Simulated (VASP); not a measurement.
A run of VASP 6.6.1 is set up as follows.

Contents of INCAR:

```
SYSTEM = Hg
PREC = Accurate
ENCUT = 600
EDIFF = 1E-7
ISMEAR = 0
SIGMA = 0.1
LREAL = .FALSE.
LASPH = .TRUE.
NELM = 80
ALGO = Fast
ISIF = 4
LWAVE = .FALSE.
LCHARG = .FALSE.
GGA = PE
IVDW = 12
IBRION = 2
NSW = 50
EDIFFG = -0.01
```

KPOINTS

```
Automatic mesh
0
G
  15 15 8
  0 0 0
```

File POSCAR:

```
Hg
1.0
    3.2608081865      0.0000000000      0.0000000000
   -1.6304040932      2.8239427263      0.0000000000
    0.0000000000      0.0000000000      5.0838818515
Hg
2
Direct
    0.6666666667      0.3333333333      0.7500000000
    0.3333333333      0.6666666667      0.2500000000
```

Potentials or basis: VASP PAW PBE potentials, release 64 (Hg).

The run is started by

```bash
$ cat potpaw_PBE.64/Hg/POTCAR > POTCAR
$ mpirun -np 1 vasp_std > vasp.out
```

Task: Estimate the dispersion energy per atom.

Result: -0.447 eV.

Task: What does it give for the band gap on the k mesh?

Result: Zero (bands 12 and 13 overlap by 1.34 eV).

Final structure:
```
Hg
1.0
     3.24676    0.00000    0.00000
    -1.62338    2.81178    0.00000
     0.00000    0.00000    5.12796
Hg
2
Direct
  0.66667 0.33333 0.75000
  0.33333 0.66667 0.25000
```

Caveat: spin-orbit coupling is left out, which moves the levels of the heavy elements.
